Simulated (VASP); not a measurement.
# CdTe (CsCl type) (Pm-3m) in VASP: notebook

CdTe (CsCl type) is run at these levels: PBE; tasks: single point.

Everything below comes from runs of VASP 6.6.1. Logs are shortened: lines on timing, memory, paths and dates and some standing lists are left out, and cuts for length are marked.

### 1 The cell of the first run

The structure is cubic, space group Pm-3m (No. 221). Conventional cell: a = 3.262 Å, b = 3.262 Å, c = 3.262 Å, α = 90.00°, β = 90.00°, γ = 90.00°. Within 3.7 Å of Cd (site symmetry m-3m) lie 8 Te at 2.83 Å and 6 Cd at 3.26 Å. Within 3.7 Å of Te (site symmetry m-3m) lie 8 Cd at 2.83 Å and 6 Te at 3.26 Å.

### 2 Single point, PBE (volume scaled by 0.64)

INCAR reads:

```
ALGO = Normal
EDIFF = 1E-6
ENCUT = 520
GGA = PE
ISIF = 2
ISMEAR = -1
LASPH = True
LCHARG = True
LELF = True
LREAL = False
LVHAR = True
LWAVE = False
NBANDS = 16
NELM = 80
PREC = Accurate
SIGMA = 0.05
```

KPOINTS reads:

```
k-points
0
Gamma
  11 11 11
```

POSCAR reads:

```
CdTe
1.0
    3.2624127599      0.0000000000      0.0000000000
    0.0000000000      3.2624127599      0.0000000000
    0.0000000000      0.0000000000      3.2624127599
Cd Te
1 1
Direct
    0.0000000000      0.0000000000      0.0000000000
    0.5000000000      0.5000000000      0.5000000000
```

Potentials or basis: VASP PAW PBE potentials, release 64 (Cd, Te).

Started as:

```
$ cat potpaw_PBE.64/Cd/POTCAR potpaw_PBE.64/Te/POTCAR > POTCAR
$ mpirun -np 1 vasp_std > vasp.out
```

OUTCAR:

```text
EDIFF = 1E-6
   ENCUT = 520
   GGA = PE
   ISIF = 2
   ISMEAR = -1
   LASPH = True
   LREAL = False
   NELM = 80
   PREC = Accurate

 ion  position               nearest neighbor table
   1  0.000  0.000  0.000-   2 2.83   2 2.83   2 2.83   2 2.83   2 2.83   2 2.83   2 2.83   2 2.83

   2  0.500  0.500  0.500-   1 2.83   1 2.83   1 2.83   1 2.83   1 2.83   1 2.83   1 2.83   1 2.83

  LATTYP: Found a simple cubic cell.
 ALAT       =     3.2624127599

  Lattice vectors:

 A1 = (   3.2624127599,   0.0000000000,   0.0000000000)
 A2 = (   0.0000000000,   3.2624127599,   0.0000000000)
 A3 = (   0.0000000000,   0.0000000000,   3.2624127599)

Analysis of symmetry for initial positions (statically):
=====================================================================
 Subroutine PRICEL returns:
 Original cell was already a primitive cell.

 Routine SETGRP: Setting up the symmetry group for a
 simple cubic supercell.

 Subroutine GETGRP returns: Found 48 space group operations
 (whereof 48 operations were pure point group operations)
 out of a pool of 48 trial point group operations.

The static configuration has the point symmetry O_h .

Analysis of symmetry for dynamics (positions and initial velocities):
=====================================================================
 Subroutine PRICEL returns:
 Original cell was already a primitive cell.

 Routine SETGRP: Setting up the symmetry group for a
 simple cubic supercell.

 Subroutine GETGRP returns: Found 48 space group operations
 (whereof 48 operations were pure point group operations)
 out of a pool of 48 trial point group operations.

The dynamic configuration has the point symmetry O_h .

 Subroutine INISYM returns: Found 48 space group operations
 (whereof 48 operations are pure point group operations),
 and found     1 'primitive' translations

----------------------------------------------------------------------------------------

                                     Primitive cell

  volume of cell :      34.7230

  direct lattice vectors                    reciprocal lattice vectors
     3.262412760  0.000000000  0.000000000     0.306521606  0.000000000  0.000000000
     0.000000000  3.262412760  0.000000000     0.000000000  0.306521606  0.000000000
     0.000000000  0.000000000  3.262412760     0.000000000  0.000000000  0.306521606

  length of vectors
     3.262412760  3.262412760  3.262412760     0.306521606  0.306521606  0.306521606

  position of ions in fractional coordinates (direct lattice)
     0.000000000  0.000000000  0.000000000
     0.500000000  0.500000000  0.500000000

  ion indices of the primitive-cell ions
   primitive index   ion index
                 1           1
                 2           2

----------------------------------------------------------------------------------------

 KPOINTS: k-points

Automatic generation of k-mesh.
 Grid dimensions read from file:
 generate k-points for:   11   11   11

 Generating k-lattice:

  Cartesian coordinates                     Fractional coordinates (reciprocal lattice)
     0.027865601  0.000000000  0.000000000     0.090909091  0.000000000  0.000000000
     0.000000000  0.027865601  0.000000000     0.000000000  0.090909091  0.000000000
     0.000000000  0.000000000  0.027865601     0.000000000  0.000000000  0.090909091

  Length of vectors
     0.027865601  0.027865601  0.027865601

  Shift w.r.t. Gamma in fractional coordinates (k-lattice)
     0.000000000  0.000000000  0.000000000

 Subroutine IBZKPT returns following result:
 ===========================================

 Found     56 irreducible k-points:

 Following reciprocal coordinates:
            Coordinates               Weight
  0.000000  0.000000  0.000000      1.000000
  0.090909  0.000000  0.000000      6.000000
  0.181818  0.000000  0.000000      6.000000
  0.272727  0.000000  0.000000      6.000000
  0.363636  0.000000  0.000000      6.000000
  0.454545  0.000000  0.000000      6.000000
[... 16 lines left out ...]
  0.181818  0.090909  0.090909     24.000000
  0.272727  0.090909  0.090909     24.000000
 [... further k-points ...]
   k-points           NKPTS =     56   k-points in BZ     NKDIM =     56   number of bands    NBANDS=     16
   number of dos      NEDOS =    301   number of ions     NIONS =      2
   total plane-waves  NPLWV =  13824
   dimension x,y,z NGX =    24 NGY =   24 NGZ =   24
   dimension x,y,z NGXF=    48 NGYF=   48 NGZF=   48
   ions per type =               1   1
   NGX,Y,Z   is equivalent  to a cutoff of  12.23, 12.23, 12.23 a.u.
   NGXF,Y,Z  is equivalent  to a cutoff of  24.46, 24.46, 24.46 a.u.
 SYSTEM =  unknown system
   PREC   = accura    normal or accurate (medium, high low for compatibility)
   ISTART =      0    job   : 0-new  1-cont  2-samecut
   ICHARG =      2    charge: 1-file 2-atom 10-const
   ISPIN  =      1    spin polarized calculation?
   LNONCOLLINEAR =      F non collinear calculations
   LSORBIT =      F    spin-orbit coupling
   LASPH  =      T    aspherical Exc in radial PAW
   ENCUT  =  520.0 eV  38.22 Ry    6.18 a.u.   6.07  6.07  6.07*2*pi/ulx,y,z
   NELM   =     80;   NELMIN=  2; NELMDL= -5     # of ELM steps
   EDIFF  = 0.1E-05   stopping-criterion for ELM
   LREAL  =      F    real-space projection
   EDIFFG = 0.1E-04   stopping-criterion for IOM
   NSW    =      0    number of steps for IOM
   IBRION =     -1    ionic relax: 0-MD 1-quasi-New 2-CG
   NFREE  =      0    steps in history (QN), initial steepest desc. (CG)
   ISIF   =      2    stress and relaxation
   ISYM   =      2    0-nonsym 1-usesym 2-fastsym
   POTIM  = 0.5000    time-step for ionic-motion
   TEBEG  =    0.0;   TEEND  =   0.0 temperature during run
   PSTRESS=    0.0 pullay stress
   NELECT =      18.0000    total number of electrons
   NUPDOWN=      -1.0000    fix difference up-down
   EMIN   =  10.00;   EMAX   =-10.00  energy-range for DOS
   EFERMI =   0.00;   METHOD = LEGACY
   ISMEAR =    -1;   SIGMA  =   0.05  broadening in eV -4-tet -1-fermi 0-gaus
   EFERMI_NEDOS =   21; number of points for ismear=-14 and -15
   IALGO  =     38    algorithm
   IMIX   =      4    mixing-type and parameters
     AMIX     =   0.40;   BMIX     =  1.00
     AMIX_MAG =   1.60;   BMIX_MAG =  1.00
  volume/ion in A,a.u.               =      17.36       117.16
  Fermi-wavevector in a.u.,A,eV,Ry     =   1.315104  2.485186 23.531255  1.729498
  Thomas-Fermi vector in A             =   2.445310
   LORBIT       =      0    0 simple, 1 ext, 2 COOP (PROOUT), +10 PAW based schemes
   GGA     = PE    functional components
   LHFCALC =     F    Hartree Fock is set to
   AEXX    =    0.0000 exact exchange contribution
   IVDW    =     0    specifies the selected vdW correction
   LEPSILON=     F    determine dielectric tensor
   LRPA    =     F    only Hartree local field effects (RPA)
 non-spin polarized calculation
  energy-cutoff  :      520.00
  volume of cell :       34.72
 maximum number of plane-waves:       947
   NGX = 13   NGY = 13   NGZ = 13

 number of electron      17.9999993 magnetization

 Free energy of the ion-electron system (eV)
  ---------------------------------------------------
  ext. energy  EPLUGINS =         0.00000000
  ---------------------------------------------------
  free energy    TOTEN  =        -1.30154278 eV

  energy without entropy =       -1.29510719  energy(sigma->0) =       -1.29832498

 E-fermi :  10.5786     XC(G=0): -12.3399

 val. band max:       10.5286168126   @ k =   0.2727   0.1818   0.0000
 cond. band min:      10.6778716316   @ k =   0.3636   0.3636   0.2727
 fundamental gap:      0.1492548190
 Fermi energy:        10.5785614809

 k-point     1 :       0.0000    0.0000    0.0000
  band No.  band energies     occupation
      1      -5.5224      2.00000
      2       0.2345      2.00000
      3       0.2345      2.00000
      4       1.0720      2.00000
      5       1.0720      2.00000
      6       1.0720      2.00000
[... 8 lines left out ...]
     15      24.1060      0.00000
     16      24.2049      0.00000

 k-point     2 :       0.0909    0.0000    0.0000
  band No.  band energies     occupation
      1      -5.4103      2.00000
      2       0.2427      2.00000
      3       0.2609      2.00000
      4       1.0262      2.00000
      5       1.0262      2.00000
      6       1.0730      2.00000
[... 8 lines left out ...]
     15      23.2075      0.00000
     16      23.5274      0.00000

 k-point     3 :       0.1818    0.0000    0.0000
  band No.  band energies     occupation
      1      -5.0805      2.00000
      2       0.2649      2.00000
      3       0.3142      2.00000
      4       0.9084      2.00000
      5       0.9084      2.00000
      6       1.0757      2.00000
[... 8 lines left out ...]
     15      21.4983      0.00000
     16      22.3100      0.00000

 k-point     4 :       0.2727    0.0000    0.0000
  band No.  band energies     occupation
      1      -4.5584      2.00000
      2       0.2942      2.00000
      3       0.3045      2.00000
      4       0.7638      2.00000
      5       0.7638      2.00000
      6       1.0792      2.00000
[... 8 lines left out ...]
     15      20.9273      0.00000
     16      21.1901      0.00000

 k-point     5 :       0.3636    0.0000    0.0000
  band No.  band energies     occupation
      1      -3.9146      2.00000
      2       0.0737      2.00000
      3       0.3214      2.00000
      4       0.6391      2.00000
      5       0.6391      2.00000
      6       1.0825      2.00000
[... 8 lines left out ...]
     15      20.3571      0.00000
     16      23.6740      0.00000

 k-point     6 :       0.4545    0.0000    0.0000
  band No.  band energies     occupation
      1      -3.3643      2.00000
      2      -0.3338      2.00000
      3       0.3377      2.00000
      4       0.5683      2.00000
      5       0.5683      2.00000
      6       1.0844      2.00000
[... 8 lines left out ...]
     15      19.9090      0.00000
     16      25.7615      0.00000

 k-point     7 :       0.0909    0.0909    0.0000
  band No.  band energies     occupation
      1      -5.2998      2.00000
      2       0.2591      2.00000
      3       0.2818      2.00000
      4       0.9800      2.00000
      5       1.0087      2.00000
      6       1.0496      2.00000
[... 8 lines left out ...]
     15      23.0770      0.00000
     16      23.4148      0.00000

 k-point     8 :       0.1818    0.0909    0.0000
  band No.  band energies     occupation
      1      -4.9750      2.00000
      2       0.2826      2.00000
      3       0.3405      2.00000
      4       0.8654      2.00000
      5       0.9074      2.00000
      6       1.0453      2.00000
[... 8 lines left out ...]
     15      21.8111      0.00000
     16      23.4873      0.00000

 k-point     9 :       0.2727    0.0909    0.0000
  band No.  band energies     occupation
      1      -4.4629      2.00000
      2       0.2928      2.00000
      3       0.3512      2.00000
      4       0.7481      2.00000
      5       0.7719      2.00000
      6       1.0509      2.00000
[... 8 lines left out ...]
     15      20.9784      0.00000
     16      22.3507      0.00000
[... 172 lines left out ...]
 k-point    19 :       0.3636    0.3636    0.0000
  band No.  band energies     occupation
      1      -3.0059      2.00000
      2       0.3424      2.00000
      3       0.7753      2.00000
      4       0.8435      2.00000
      5       1.0328      2.00000
      6       1.0630      2.00000
[... 8 lines left out ...]
     15      21.3070      0.00000
     16      24.2471      0.00000

 k-point    20 :       0.4545    0.3636    0.0000
  band No.  band energies     occupation
      1      -2.8118      2.00000
      2       0.4259      2.00000
      3       0.7597      2.00000
      4       0.8430      2.00000
      5       1.1323      2.00000
      6       1.5108      2.00000
[... 8 lines left out ...]
     15      21.4456      0.00000
     16      23.1545      0.00000

 k-point    21 :       0.4545    0.4545    0.0000
  band No.  band energies     occupation
      1      -2.7097      2.00000
      2       0.5021      2.00000
      3       0.7934      2.00000
      4       0.8028      2.00000
      5       1.3832      2.00000
      6       2.1877      2.00000
[... 8 lines left out ...]
     15      21.0944      0.00000
     16      21.7934      0.00000

 k-point    22 :       0.0909    0.0909    0.0909
  band No.  band energies     occupation
      1      -5.1907      2.00000
      2       0.2904      2.00000
      3       0.2904      2.00000
      4       0.9521      2.00000
      5       1.0011      2.00000
      6       1.0011      2.00000
[... 8 lines left out ...]
     15      21.2952      0.00000
     16      24.5434      0.00000

 k-point    23 :       0.1818    0.0909    0.0909
  band No.  band energies     occupation
      1      -4.8709      2.00000
      2       0.3136      2.00000
      3       0.3552      2.00000
      4       0.8627      2.00000
      5       0.8768      2.00000
      6       1.0067      2.00000
[... 8 lines left out ...]
     15      21.2542      0.00000
     16      23.8841      0.00000

 k-point    24 :       0.2727    0.0909    0.0909
  band No.  band energies     occupation
      1      -4.3685      2.00000
      2       0.3453      2.00000
      3       0.3472      2.00000
      4       0.7240      2.00000
      5       0.7904      2.00000
      6       1.0177      2.00000
[... 8 lines left out ...]
     15      21.0619      0.00000
     16      22.6750      0.00000

 [... further k-points ...]
[... 5 lines left out ...]
  --------------------------------------------------------------------------------------
  -------------------------------------------------------------------------------------
  Total       13.4404264     13.4404264     13.4404264      0.0000000      0.0000000     -0.0000000
  in kB      620.1645063    620.1645063    620.1645063      0.0000000      0.0000000     -0.0000000
  external PRESSURE =     620.1645063 kB  Pullay stress =       0.0000000 kB

 VOLUME and BASIS-vectors are now :
 -----------------------------------------------------------------------------
  energy-cutoff  :      520.00
  volume of cell :       34.72
      direct lattice vectors                 reciprocal lattice vectors
     3.262412760  0.000000000  0.000000000     0.306521606  0.000000000  0.000000000
     0.000000000  3.262412760  0.000000000     0.000000000  0.306521606  0.000000000
     0.000000000  0.000000000  3.262412760     0.000000000  0.000000000  0.306521606

 POSITION                                       TOTAL-FORCE (eV/Angst)
 -----------------------------------------------------------------------------------
      0.00000      0.00000      0.00000         0.000000      0.000000      0.000000
      1.63121      1.63121      1.63121         0.000000      0.000000      0.000000
 -----------------------------------------------------------------------------------
    total drift:                               -0.000000      0.000000      0.000000

  FREE ENERGIE OF THE ION-ELECTRON SYSTEM (eV)
  ---------------------------------------------------
  free  energy   TOTEN  =        -1.3015427807 eV

  energy  without entropy=       -1.2951071875  energy(sigma->0) =       -1.29832498
```

Wall time 12 s (1 thread of Intel Xeon Platinum 8259CL at 2.50GHz (Skylake/Cascade Lake), shared host); peak memory 0.16 GiB.

Results:

| Item | Value |
| --- | --- |
| Free energy | -1.3015 eV |
| Pressure | 62.0 GPa |
| Band gap on the k mesh | zero (band 9 reaches 11.76 eV, above the bottom of band 10 at 8.82 eV) |

Levels at points of the mesh, in eV from the Fermi level:
```tsv
k point	band 6	band 7	band 8	band 9	band 10	band 11	band 12	band 13
(0.00, 0.00, 0.00)	-9.51	-1.90	-1.90	-1.90	1.07	4.49	4.49	13.51
```

Caveat: spin-orbit coupling is left out, which moves the levels of the heavy elements.

### 3 Single point, PBE (volume scaled by 0.72)

INCAR reads:

```
PREC = Accurate ; ENCUT = 520
EDIFF = 1E-6 ; ISMEAR = -1
SIGMA = 0.05 ; LREAL = F
LASPH = T ; NELM = 60
ALGO = Normal ; ISIF = 2
LWAVE = F ; LCHARG = F
GGA = PE ; NBANDS = 16
```

KPOINTS reads:

```
Automatic mesh
0
Gamma
  11 11 11
```

POSCAR reads:

```
CdTe
1.0
    3.3930460029      0.0000000000      0.0000000000
    0.0000000000      3.3930460029      0.0000000000
    0.0000000000      0.0000000000      3.3930460029
Cd Te
1 1
Direct
    0.0000000000      0.0000000000      0.0000000000
    0.5000000000      0.5000000000      0.5000000000
```

Potentials or basis: VASP PAW PBE potentials, release 64 (Cd, Te).

Started as:

```
$ cat potpaw_PBE.64/Cd/POTCAR potpaw_PBE.64/Te/POTCAR > POTCAR
$ mpirun -np 1 vasp_std > vasp.out
```

Run time: 23 s. Hardware: 1 thread of Intel Xeon Platinum 8259CL at 2.50GHz (Skylake/Cascade Lake), shared host; peak memory 0.18 GiB.

Results (log left out):

| Item | Value |
| --- | --- |
| Free energy | -2.5630 eV |
| Pressure | 33.9 GPa |
| Band gap on the k mesh | zero (band 9 reaches 9.68 eV, above the bottom of band 10 at 7.15 eV) |

Levels at points of the mesh, in eV from the Fermi level:
```csv
k point,band 7,band 8,band 9,band 10,band 11,band 12
"(0.00, 0.00, 0.00)",-1.62,-1.62,-1.62,0.27,4.56,4.56
```

Caveat: spin-orbit coupling is left out, which moves the levels of the heavy elements.

### 4 Single point, PBE (volume scaled by 0.8)

INCAR reads:

```
SYSTEM = CdTe
ALGO = Normal
EDIFF = 1E-6
ENCUT = 520
GGA = PE
ISIF = 2
ISMEAR = -1
LASPH = .TRUE.
LCHARG = .FALSE.
LREAL = .FALSE.
LWAVE = .FALSE.
NBANDS = 16
NELM = 100
PREC = Accurate
SIGMA = 0.05
```

KPOINTS reads:

```
k-points
0
G
  11 11 11
  0 0 0
```

POSCAR reads:

```
CdTe
1.0
    3.5143276115      0.0000000000      0.0000000000
    0.0000000000      3.5143276115      0.0000000000
    0.0000000000      0.0000000000      3.5143276115
Cd Te
1 1
Direct
    0.0000000000      0.0000000000      0.0000000000
    0.5000000000      0.5000000000      0.5000000000
```

Started as:

```
$ cat potpaw_PBE.64/Cd/POTCAR potpaw_PBE.64/Te/POTCAR > POTCAR
$ mpirun -np 1 vasp_std > vasp.out
```

Run time: 24 s. Hardware: 1 thread of Intel Xeon Platinum 8259CL at 2.50GHz (Skylake/Cascade Lake), shared host; peak memory 0.18 GiB.

The run converged. Its results:

* Free energy: -3.2484 eV
* Pressure: 18.0 GPa
* Band gap on the k mesh: zero (band 9 reaches 8.05 eV, above the bottom of band 10 at 5.91 eV)

Levels at points of the mesh, in eV from the Fermi level:
| k point | band 6 | band 7 | band 8 | band 9 | band 10 | band 11 | band 12 | band 13 |
| --- | --- | --- | --- | --- | --- | --- | --- | --- |
| (0.00, 0.00, 0.00) | -8.78 | -1.40 | -1.40 | -1.40 | -0.34 | 4.64 | 4.64 | 11.18 |

Caveat: spin-orbit coupling is left out, which moves the levels of the heavy elements.

(Part 1 of 2 ends here.)
